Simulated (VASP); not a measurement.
# As (Fd-3m) in VASP: notebook

Runs on As. Level: PBE. Tasks: single point.

Program: VASP 6.6.1. These are calculated values, not measurements. Logs are shortened: lines on timing, memory, paths and dates and some standing lists are left out, and cuts for length are marked.

### 1 The cell of the first run

The structure is cubic, space group Fd-3m (No. 227). The conventional cell has a = 5.653 Å, b = 5.653 Å, c = 5.653 Å, α = 90.00°, β = 90.00°, γ = 90.00°. As (site symmetry -43m) has 4 As at 2.45 Å within 3.2 Å.

### 2 Single point, PBE

The input, INCAR:

```
SYSTEM = As
PREC = Accurate
ENCUT = 520
EDIFF = 1E-6
ISMEAR = 0
SIGMA = 0.1
LREAL = .FALSE.
LASPH = .TRUE.
NELM = 60
ALGO = Normal
ISIF = 2
LWAVE = .FALSE.
LCHARG = .TRUE.
GGA = PE
LELF = .TRUE.
LVHAR = .TRUE.
NBANDS = 12
```

The input, KPOINTS:

```
Automatic mesh
0
G
  6 6 6
  0 0 0
```

The input, POSCAR:

```
As
1.0
    0.0000000000      2.8264095920      2.8264095920
    2.8264095920      0.0000000000      2.8264095920
    2.8264095920      2.8264095920      0.0000000000
As
2
Direct
    0.5000000000      0.5000000000      0.5000000000
    0.7500000000      0.7500000000      0.7500000000
```

Potentials or basis: VASP PAW PBE potentials, release 64 (As).

Command:

```console
> cat potpaw_PBE.64/As/POTCAR > POTCAR
> mpirun -np 1 vasp_std > vasp.out
```

OUTCAR:

```text
SYSTEM = As
   PREC = Accurate
   ENCUT = 520
   EDIFF = 1E-6
   ISMEAR = 0
   LREAL = .FALSE.
   LASPH = .TRUE.
   NELM = 60
   ISIF = 2
   GGA = PE

 ion  position               nearest neighbor table
   1  0.500  0.500  0.500-   2 2.45   2 2.45   2 2.45   2 2.45
   2  0.750  0.750  0.750-   1 2.45   1 2.45   1 2.45   1 2.45

  LATTYP: Found a face centered cubic cell.
 ALAT       =     5.6528191840

  Lattice vectors:

 A1 = (   0.0000000000,   2.8264095920,   2.8264095920)
 A2 = (   2.8264095920,   0.0000000000,   2.8264095920)
 A3 = (   2.8264095920,   2.8264095920,   0.0000000000)

Analysis of symmetry for initial positions (statically):
=====================================================================
 Subroutine PRICEL returns:
 Original cell was already a primitive cell.

 Routine SETGRP: Setting up the symmetry group for a
 face centered cubic supercell.

 Subroutine GETGRP returns: Found 48 space group operations
 (whereof 24 operations were pure point group operations)
 out of a pool of 48 trial point group operations.

The static configuration has the point symmetry T_d .
 The point group associated with its full space group is O_h .

Analysis of symmetry for dynamics (positions and initial velocities):
=====================================================================
 Subroutine PRICEL returns:
 Original cell was already a primitive cell.

 Routine SETGRP: Setting up the symmetry group for a
 face centered cubic supercell.

 Subroutine GETGRP returns: Found 48 space group operations
 (whereof 24 operations were pure point group operations)
 out of a pool of 48 trial point group operations.

The dynamic configuration has the point symmetry T_d .
 The point group associated with its full space group is O_h .

 Subroutine INISYM returns: Found 48 space group operations
 (whereof 24 operations are pure point group operations),
 and found     1 'primitive' translations

----------------------------------------------------------------------------------------

                                     Primitive cell

  volume of cell :      45.1581

  direct lattice vectors                    reciprocal lattice vectors
     0.000000000  2.826409592  2.826409592    -0.176902881  0.176902881  0.176902881
     2.826409592  0.000000000  2.826409592     0.176902881 -0.176902881  0.176902881
     2.826409592  2.826409592  0.000000000     0.176902881  0.176902881 -0.176902881

  length of vectors
     3.997146778  3.997146778  3.997146778     0.306404778  0.306404778  0.306404778

  position of ions in fractional coordinates (direct lattice)
     0.500000000  0.500000000  0.500000000
     0.750000000  0.750000000  0.750000000

  ion indices of the primitive-cell ions
   primitive index   ion index
                 1           1
                 2           2

----------------------------------------------------------------------------------------

 KPOINTS: Automatic mesh

Automatic generation of k-mesh.
 Grid dimensions read from file:
 generate k-points for:    6    6    6

 Generating k-lattice:

  Cartesian coordinates                     Fractional coordinates (reciprocal lattice)
    -0.029483814  0.029483814  0.029483814     0.166666667  0.000000000  0.000000000
     0.029483814 -0.029483814  0.029483814     0.000000000  0.166666667  0.000000000
     0.029483814  0.029483814 -0.029483814     0.000000000  0.000000000  0.166666667

  Length of vectors
     0.051067463  0.051067463  0.051067463

  Shift w.r.t. Gamma in fractional coordinates (k-lattice)
     0.000000000  0.000000000  0.000000000

 Subroutine IBZKPT returns following result:
 ===========================================

 Found     16 irreducible k-points:

 Following reciprocal coordinates:
            Coordinates               Weight
  0.000000  0.000000  0.000000      1.000000
  0.166667  0.000000  0.000000      8.000000
  0.333333  0.000000  0.000000      8.000000
  0.500000  0.000000  0.000000      4.000000
  0.166667  0.166667  0.000000      6.000000
  0.333333  0.166667  0.000000     24.000000
[... 8 lines left out ...]
 -0.333333  0.333333  0.166667     24.000000
 -0.333333  0.500000  0.166667     12.000000
   k-points           NKPTS =     16   k-points in BZ     NKDIM =     16   number of bands    NBANDS=     12
   number of dos      NEDOS =    301   number of ions     NIONS =      2
   total plane-waves  NPLWV =  27000
   dimension x,y,z NGX =    30 NGY =   30 NGZ =   30
   dimension x,y,z NGXF=    60 NGYF=   60 NGZF=   60
   ions per type =               2
   NGX,Y,Z   is equivalent  to a cutoff of  12.48, 12.48, 12.48 a.u.
   NGXF,Y,Z  is equivalent  to a cutoff of  24.95, 24.95, 24.95 a.u.
 SYSTEM =  As
   PREC   = accura    normal or accurate (medium, high low for compatibility)
   ISTART =      0    job   : 0-new  1-cont  2-samecut
   ICHARG =      2    charge: 1-file 2-atom 10-const
   ISPIN  =      1    spin polarized calculation?
   LNONCOLLINEAR =      F non collinear calculations
   LSORBIT =      F    spin-orbit coupling
   LASPH  =      T    aspherical Exc in radial PAW
   ENCUT  =  520.0 eV  38.22 Ry    6.18 a.u.   7.43  7.43  7.43*2*pi/ulx,y,z
   NELM   =     60;   NELMIN=  2; NELMDL= -5     # of ELM steps
   EDIFF  = 0.1E-05   stopping-criterion for ELM
   LREAL  =      F    real-space projection
   EDIFFG = 0.1E-04   stopping-criterion for IOM
   NSW    =      0    number of steps for IOM
   IBRION =     -1    ionic relax: 0-MD 1-quasi-New 2-CG
   NFREE  =      0    steps in history (QN), initial steepest desc. (CG)
   ISIF   =      2    stress and relaxation
   ISYM   =      2    0-nonsym 1-usesym 2-fastsym
   POTIM  = 0.5000    time-step for ionic-motion
   TEBEG  =    0.0;   TEEND  =   0.0 temperature during run
   PSTRESS=    0.0 pullay stress
   NELECT =      10.0000    total number of electrons
   NUPDOWN=      -1.0000    fix difference up-down
   EMIN   =  10.00;   EMAX   =-10.00  energy-range for DOS
   EFERMI =   0.00;   METHOD = LEGACY
   ISMEAR =     0;   SIGMA  =   0.10  broadening in eV -4-tet -1-fermi 0-gaus
   EFERMI_NEDOS =   21; number of points for ismear=-14 and -15
   IALGO  =     38    algorithm
   IMIX   =      4    mixing-type and parameters
     AMIX     =   0.40;   BMIX     =  1.00
     AMIX_MAG =   1.60;   BMIX_MAG =  1.00
  volume/ion in A,a.u.               =      22.58       152.37
  Fermi-wavevector in a.u.,A,eV,Ry     =   0.990444  1.871667 13.347022  0.980978
  Thomas-Fermi vector in A             =   2.122114
   LORBIT       =      0    0 simple, 1 ext, 2 COOP (PROOUT), +10 PAW based schemes
   GGA     = PE    functional components
   LHFCALC =     F    Hartree Fock is set to
   AEXX    =    0.0000 exact exchange contribution
   IVDW    =     0    specifies the selected vdW correction
   LEPSILON=     F    determine dielectric tensor
   LRPA    =     F    only Hartree local field effects (RPA)
 non-spin polarized calculation
 Gauss-broadening in eV      SIGMA  =   0.10
  energy-cutoff  :      520.00
  volume of cell :       45.16
 maximum number of plane-waves:      1243
 NGX is ok and might be reduce to    30
   NGX = 15   NGY = 15   NGZ = 15

 number of electron      10.0000000 magnetization

 Free energy of the ion-electron system (eV)
  ---------------------------------------------------
  ext. energy  EPLUGINS =         0.00000000
  ---------------------------------------------------
  free energy    TOTEN  =        -8.09237622 eV

  energy without entropy =       -8.07851434  energy(sigma->0) =       -8.08544528

 E-fermi :   5.5314     XC(G=0):  -9.5760

 val. band max:        5.4763800879   @ k =  -0.3333   0.3333   0.1667
 cond. band min:       5.5723497991   @ k =   0.0000   0.0000   0.0000
 fundamental gap:      0.0959697112
 Fermi energy:         5.5313992573

 k-point     1 :       0.0000    0.0000    0.0000
  band No.  band energies     occupation
      1     -10.3396      2.00000
      2       0.5826      2.00000
      3       2.5256      2.00000
      4       2.5256      2.00000
      5       2.5256      2.00000
      6       5.5723      0.56250
      7       5.5723      0.56250
      8       5.5723      0.56250
      9      10.1736      0.00000
     10      13.1030      0.00000
     11      13.1030      0.00000
     12      15.0830      0.00000

 k-point     2 :       0.1667    0.0000    0.0000
  band No.  band energies     occupation
      1     -10.0339      2.00000
      2      -1.3922      2.00000
      3       2.1109      2.00000
      4       2.1109      2.00000
      5       3.0210      2.00000
      6       6.1682      0.00000
      7       6.1682      0.00000
      8       6.6258      0.00000
      9      11.4389      0.00000
     10      12.2500      0.00000
     11      12.2500      0.00000
     12      14.2542      0.00000

 k-point     3 :       0.3333    0.0000    0.0000
  band No.  band energies     occupation
      1      -9.2087      2.00000
      2      -3.8866      2.00000
      3       1.5469      2.00000
      4       1.5469      2.00000
      5       2.6405      2.00000
      6       6.8347      0.00000
      7       6.8347      0.00000
      8       9.3672      0.00000
      9      11.9048      0.00000
     10      12.6750      0.00000
     11      12.6750      0.00000
     12      15.4369      0.00000

 k-point     4 :       0.5000    0.0000    0.0000
  band No.  band energies     occupation
      1      -8.5373      2.00000
      2      -5.1576      2.00000
      3       1.3302      2.00000
      4       1.3302      2.00000
      5       2.4252      2.00000
      6       6.9466      0.00000
      7       6.9466      0.00000
      8      10.9792      0.00000
      9      13.0353      0.00000
     10      13.5909      0.00000
     11      14.5789      0.00000
     12      14.5789      0.00000

 k-point     5 :       0.1667    0.1667    0.0000
  band No.  band energies     occupation
      1      -9.9273      2.00000
      2      -1.6305      2.00000
      3       1.5069      2.00000
      4       1.5070      2.00000
      5       4.4825      2.00000
      6       4.7751      2.00000
      7       7.1204      0.00000
      8       7.1204      0.00000
      9      10.8082      0.00000
     10      11.9400      0.00000
     11      13.5777      0.00000
     12      15.9931      0.00000
[... 108 lines left out ...]
      1      -6.8157      2.00000
      2      -6.8157      2.00000
      3      -0.0581      2.00000
      4      -0.0581      2.00000
      5       4.0806      2.00000
      6       4.0806      2.00000
      7      11.5441      0.00000
      8      11.5441      0.00000
      9      13.9334      0.00000
     10      13.9334      0.00000
     11      16.1025      0.00000
     12      16.1025      0.00000

 k-point    14 :       0.5000    0.3333    0.1667
  band No.  band energies     occupation
      1      -8.4361      2.00000
      2      -4.8471      2.00000
      3      -0.5041      2.00000
      4       0.5254      2.00000
      5       5.4534      1.72999
      6       5.8167      0.00005
      7       7.8585      0.00000
      8       9.5019      0.00000
      9      12.3721      0.00000
     10      13.0301      0.00000
     11      15.4252      0.00000
     12      16.9468      0.00000

 k-point    15 :      -0.3333    0.3333    0.1667
  band No.  band energies     occupation
      1      -7.6980      2.00000
      2      -5.8167      2.00000
      3      -0.9013      2.00000
      4       0.1787      2.00000
      5       5.4764      1.56348
      6       6.8443      0.00000
      7       8.7953      0.00000
      8       8.9520      0.00000
      9      11.3031      0.00000
     10      14.4226      0.00000
     11      14.9914      0.00000
     12      16.4160      0.00000

 k-point    16 :      -0.3333    0.5000    0.1667
  band No.  band energies     occupation
      1      -6.7807      2.00000
      2      -6.7807      2.00000
      3      -0.5268      2.00000
      4      -0.5268      2.00000
      5       5.6925      0.02267
      6       5.6925      0.02267
      7       9.3495      0.00000
      8       9.3495      0.00000
      9      13.5108      0.00000
     10      13.5108      0.00000
     11      16.1402      0.00000
     12      16.1402      0.00000

------------------------ aborting loop because EDIFF is reached ----------------------------------------

  FORCE on cell =-STRESS in cart. coord.  units (eV):
  Direction    XX          YY          ZZ          XY          YZ          ZX
  --------------------------------------------------------------------------------------
  -------------------------------------------------------------------------------------
  Total        5.3301156      5.3301156      5.3301156     -0.0000000     -0.0000000      0.0000000
  in kB      189.1088792    189.1088792    189.1088792     -0.0000000     -0.0000000      0.0000000
  external PRESSURE =     189.1088792 kB  Pullay stress =       0.0000000 kB

 VOLUME and BASIS-vectors are now :
 -----------------------------------------------------------------------------
  energy-cutoff  :      520.00
  volume of cell :       45.16
      direct lattice vectors                 reciprocal lattice vectors
     0.000000000  2.826409592  2.826409592    -0.176902881  0.176902881  0.176902881
     2.826409592  0.000000000  2.826409592     0.176902881 -0.176902881  0.176902881
     2.826409592  2.826409592  0.000000000     0.176902881  0.176902881 -0.176902881

 POSITION                                       TOTAL-FORCE (eV/Angst)
 -----------------------------------------------------------------------------------
      2.82641      2.82641      2.82641        -0.000000     -0.000000     -0.000000
      4.23961      4.23961      4.23961         0.000000      0.000000      0.000000
 -----------------------------------------------------------------------------------
    total drift:                                0.000000     -0.000000     -0.000000

  FREE ENERGIE OF THE ION-ELECTRON SYSTEM (eV)
  ---------------------------------------------------
  free  energy   TOTEN  =        -8.0923762245 eV

  energy  without entropy=       -8.0785143419  energy(sigma->0) =       -8.08544528
```

Run time: 6.8 s. Hardware: 1 thread of Intel Xeon 6975P-C (Granite Rapids), shared host; peak memory 0.16 GiB.

What came out:

```yaml
Free_energy: -8.0924 eV
Pressure: 18.9 GPa
Band_gap_on_the_k_mesh: zero (band 5 reaches 5.69 eV, above the bottom of band 6 at 4.08 eV)
```

Levels at points of the mesh, in eV from the Fermi level:
```tsv
k point	band 2	band 3	band 4	band 5	band 6	band 7	band 8	band 9
(0.00, 0.00, 0.00)	-4.95	-3.01	-3.01	-3.01	0.04	0.04	0.04	4.64
(0.50, 0.00, 0.00)	-10.69	-4.20	-4.20	-3.11	1.42	1.42	5.45	7.50
(0.50, 0.50, 0.00)	-12.35	-5.59	-5.59	-1.45	-1.45	6.01	6.01	8.40
```

### 3 Single point, PBE

This run uses another cell than the first one, of 28.77 Å³/atom, 1.274 times its volume.

The input, INCAR:

```
  PREC = Accurate
  ENCUT = 520
  EDIFF = 1E-7
  ISMEAR = 0
  SIGMA = 0.1
  LREAL = F
  LASPH = T
  NELM = 60
  ALGO = Normal
  ISIF = 2
  LWAVE = F
  LCHARG = F
  GGA = PE
  NBANDS = 12
```

The input, KPOINTS:

```
Automatic mesh
0
Gamma
  6 6 6
```

The input, POSCAR:

```
As
1.0
    0.0000000000      3.0642851263      3.0642851263
    3.0642851263      0.0000000000      3.0642851263
    3.0642851263      3.0642851263      0.0000000000
As
2
Direct
    0.5000000000      0.5000000000      0.5000000000
    0.7500000000      0.7500000000      0.7500000000
```

Potentials or basis: VASP PAW PBE potentials, release 64 (As).

Command:

```console
> cat potpaw_PBE.64/As/POTCAR > POTCAR
> mpirun -np 1 vasp_std > vasp.out
```

Run time: 4.5 s. Hardware: 1 thread of Intel Xeon 6975P-C (Granite Rapids), shared host; peak memory 0.17 GiB.

Results (log left out):

```yaml
Free_energy: -8.7098 eV
Pressure: 0.2 GPa
Band_gap_on_the_k_mesh: zero (band 5 reaches 3.34 eV, above the bottom of band 6 at 2.27 eV)
```

Levels at points of the mesh, in eV from the Fermi level:
| k point | band 3 | band 4 | band 5 | band 6 | band 7 | band 8 |
| --- | --- | --- | --- | --- | --- | --- |
| (0.00, 0.00, 0.00) | -2.13 | -2.13 | -2.13 | 0.58 | 0.58 | 0.58 |
| (0.50, 0.00, 0.00) | -3.04 | -3.04 | -2.73 | 1.80 | 1.80 | 4.65 |
| (0.50, 0.50, 0.00) | -4.08 | -4.08 | -0.68 | -0.68 | 4.88 | 4.88 |
